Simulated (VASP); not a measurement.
InAs: single point with LDA

Crystal: InAs.

```
CELL_PARAMETERS angstrom
0.00000 2.87730 2.87730
2.87730 0.00000 2.87730
2.87730 2.87730 0.00000
ATOMIC_POSITIONS crystal
In 0.50000 0.50000 0.50000
As 0.00000 0.00000 0.00000
```

```
Program                : VASP 6.6.1
Task                   : single point
Functional             : LDA
Potentials or basis    : VASP PAW LDA potentials, release 64 (In_d, As)
Cutoff                 : 500 eV
k mesh                 : 7 × 7 × 7
Occupations            : fermi-dirac, width 0.1 eV
Spin                   : no spin polarisation
Dipole correction      : no
Further INCAR settings : ALGO = Normal; EDIFF = 1e-06; NBANDS = 16
```

- Pressure: -4.9 GPa
- Band gap on the k mesh: zero (bands 9 and 10 overlap by 2.45 eV)

Levels at points of the mesh, in eV from the Fermi level:
| k point | band 6 | band 7 | band 8 | band 9 | band 10 | band 11 | band 12 | band 13 |
| --- | --- | --- | --- | --- | --- | --- | --- | --- |
| (0.00, 0.00, 0.00) | -12.17 | -0.87 | -0.25 | -0.25 | -0.25 | 7.18 | 7.18 | 7.18 |

Run time: 26 s on 1 thread of Intel Xeon 8259CL, with other jobs on the host, peak memory 0.15 GiB.

Caveat: the cell stands under tension; spin-orbit coupling is left out, which moves the levels of the heavy elements.
